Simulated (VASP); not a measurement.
The system is TiN.

```
Ti N
1.0
     0.00000    2.04434    2.04434
     2.04434    0.00000    2.04434
     2.04434    2.04434    0.00000
Ti N
1 1
Direct
  0.00000 0.00000 0.00000
  0.50000 0.50000 0.50000
```

Base run:

```yaml
Program: VASP 6.6.1
Functional: PBEsol
Potentials_or_basis: VASP PAW PBE potentials, release 64 (Ti_sv, N)
Cutoff: 520 eV
k_mesh: 20 × 20 × 20
Occupations: gaussian, width 0.15 eV
Spin: collinear spin
Starting_moments: "[0.5, 0.0] μB"
Fixed_moment: 0.5 μB
```

Its results: pressure 32.6 GPa; site moments Ti +0.38; N +0.03 μB.

Question: The run is repeated on the same cell with these changes: fixed moment from 0.5 μB to 0.125 μB; moments at the start from [0.5, 0.0] to [0.12, 0.0]. What comes out?

Answer: Pressure 30.5 GPa; site moments Ti +0.10; N +0.01 μB.

Caveats: the cell stands under pressure; the PAW data sets were made with another functional, which shifts forces and pressure a little; the total moment is fixed, so each spin has its own Fermi level and the state may be an excited one.
